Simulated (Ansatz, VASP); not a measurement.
**Two plane-wave programs on Zr3S2**

File INCAR:

```
SYSTEM = Zr3S2
ALGO     = Normal         ! electronic algorithm
EDIFF    = 1E-6           ! SCF threshold, eV
EDIFFG   = -0.01          ! ionic threshold
ENCUT    = 600            ! plane-wave cutoff, eV
GGA      = PE             ! functional
IBRION   = 2              ! ionic algorithm
ISIF     = 3              ! what is computed and relaxed
ISMEAR   = -1             ! smearing method
LASPH    = .True.         ! aspherical terms in the spheres
LCHARG   = .False.        ! write CHGCAR
LREAL    = .False.        ! projectors in reciprocal space
LWAVE    = .False.        ! write WAVECAR
NELM     = 80             ! most SCF steps
NSW      = 60             ! ionic steps
PREC     = Accurate       ! precision mode
SIGMA    = 0.05           ! smearing width, eV
```

Contents of KPOINTS:

```
k-points
0
Gamma
  6 6 6
  0 0 0
```

POSCAR

```
Zr3S2
1.0
    2.9025379727      1.6757810799      3.4877732718
   -2.9025379727      1.6757810799      3.4877732718
    0.0000000000     -3.3515621597      3.4877732718
Zr S
3 2
Direct
    0.8387270000      0.5000000000      0.1612730000
    0.5000000000      0.1612730000      0.8387270000
    0.1612730000      0.8387270000      0.5000000000
    0.6650230000      0.6650230000      0.6650230000
    0.3349770000      0.3349770000      0.3349770000
```

input.yaml

```yaml
crystal:
  lattice:
    - [2.9025379727, 1.6757810799, 3.4877732718]
    - [-2.9025379727, 1.6757810799, 3.4877732718]
    - [0.0, -3.3515621597, 3.4877732718]
  atoms:
    - { symbol: Zr, position: [0.838727, 0.5, 0.161273] }
    - { symbol: Zr, position: [0.5, 0.161273, 0.838727] }
    - { symbol: Zr, position: [0.161273, 0.838727, 0.5] }
    - { symbol: S, position: [0.665023, 0.665023, 0.665023] }
    - { symbol: S, position: [0.334977, 0.334977, 0.334977] }
hamiltonian:
  xc: pbe
  pseudopotentials: { kind: paw }
kpoints:
  mp_grid: { grid: [6, 6, 6] }
scf:
  occupations: { method: fermi_dirac, width: 0.05 }
output:
  forces: true
  stress: true
  eigenvalues: true
  write_density: true
  write_potential: true
  elf: true
  volumetric_format: npy
relax:
  f_tol: 0.01
  max_steps: 40
  cell: { stress_tol: 0.05 }
```

Alike in both runs: task relaxation of cell and atoms; functional PBE; k mesh 6 × 6 × 6; occupations fermi-dirac, width 0.05 eV; no spin polarisation.

|  | VASP | Ansatz |
| --- | --- | --- |
| version | VASP 6.6.1 | Ansatz 0.2.0 |
| potentials or method | VASP PAW PBE potentials, release 64 (Zr_sv, S) | Ansatz PAW |
| plane-wave cutoff (eV) | 600 | 420 |
| valence electrons in the cell | 48 | 48 |

```tsv
	VASP	Ansatz	Ansatz less VASP
gap on the k mesh at the Fermi level, each at its own relaxed structure (eV)	none	none	-
relaxed volume (Å³/atom)	20.21	20.21	-0.003
relaxed cell length with the largest relative difference (Å)	4.827	4.827	0.0000
```

A gap of «none» marks a metal or a gap that the smearing closes.

Noted on Ansatz's run: the plane-wave basis is chosen anew once the cell has moved, so the energies of steps on either side of that aren't comparable.
